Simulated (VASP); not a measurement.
**SnO2: single point with PBE**

The system is SnO2.

```xyz
6
Lattice="-1.9996 1.9996 5.1013 1.9996 -1.9996 5.1013 1.9996 1.9996 -5.1013" Properties=species:S:1:pos:R:3 pbc="T T T"
Sn    0.0000    1.9996    2.5506
Sn    0.0000    0.0000    0.0000
O     0.0000    1.9996    0.4728
O     0.0000    0.0000    8.1247
O     0.0000    0.0000    2.0778
O     0.0000    1.9996    4.6285
```

- Program: VASP 6.6.1
- Task: single point
- Functional: PBE
- Potentials or basis: VASP PAW PBE potentials, release 64 (Sn_d, O)
- Cutoff: 520 eV
- k mesh: 10 × 10 × 10
- Occupations: gaussian, width 0.01 eV
- Spin: no spin polarisation

```
Pressure               : 7.4 GPa
Largest force          : 0.120 eV/Å
Band gap on the k mesh : 1.70 eV, indirect (least direct gap 2.09 eV)
```

Forces on the atoms (eV/Å):
```
Sn   0.000  0.000  0.000
Sn   0.000  0.000  0.000
O    0.000  0.000 -0.120
O    0.000  0.000 -0.120
O    0.000  0.000  0.120
O    0.000  0.000  0.120
```

Stress tensor (GPa, compression positive):
```
7.19 0.00 0.00
0.00 7.19 0.00
0.00 0.00 7.76
```

Levels at points of the mesh, in eV from the valence-band top:
| k point | band 22 | band 23 | band 24 | band 25 | band 26 | band 27 | band 28 | band 29 | band 30 | band 31 |
| --- | --- | --- | --- | --- | --- | --- | --- | --- | --- | --- |
| (0.00, 0.00, 0.00) | -1.04 | -0.66 | -0.66 | -0.39 | -0.39 | 1.70 | 5.62 | 9.46 | 9.93 | 10.00 |
| (0.50, 0.00, 0.00) | -1.09 | -0.77 | -0.75 | -0.57 | -0.38 | 5.03 | 6.30 | 8.00 | 8.71 | 10.11 |
| (0.50, 0.50, 0.00) | -0.88 | -0.79 | -0.79 | -0.04 | -0.04 | 7.41 | 7.41 | 7.74 | 7.74 | 8.76 |
| (0.50, 0.50, 0.50) | -2.73 | -1.01 | -1.01 | -0.29 | -0.29 | 4.32 | 4.32 | 7.78 | 7.78 | 12.06 |

Run time: 11 min on 1 thread of Intel(R) Xeon(R) Platinum 8375C CPU @ 2.90GHz (Ice Lake) (shared host), peak memory 0.46 GiB.

Caveat: spin-orbit coupling is left out, which moves the levels of the heavy elements. A k mesh can miss the band edges.
